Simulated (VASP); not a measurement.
Au, 2 atoms in the cell. The structure is tetragonal, space group I4_1/amd (No. 141). Conventional cell: a = 4.453 Å, b = 4.453 Å, c = 2.340 Å, α = 90.00°, β = 90.00°, γ = 90.00°. Au (site symmetry -4m2) has 10 Au at 2.30 to 2.83 Å within 3.0 Å. 

- Program: VASP 6.6.1
- Task: single point
- Functional: PBE
- Potentials or basis: VASP PAW PBE potentials, release 64 (Au)
- Cutoff: 520 eV
- k mesh: 18 × 18 × 18
- Occupations: fermi-dirac, width 0.1 eV
- Spin: no spin polarisation
- Dipole correction: no
- Further INCAR settings: ALGO = Normal; EDIFF = 1e-07; NBANDS = 18

Potentials or basis: VASP PAW PBE potentials, release 64 (Au).

Launch:

```bash
$ cat potpaw_PBE.64/Au/POTCAR > POTCAR
$ mpirun -np 1 vasp_std > vasp.out
```

Hardware: 1 thread of AMD EPYC 7R13, with other jobs on the host.

**Question.** How long does it take, and how much memory?

**Answer.** It took 6.9 min on 1 thread of AMD EPYC 7R13, with other jobs on the host, peak memory 0.26 GiB. Counts: scf iterations 11, k points 480.
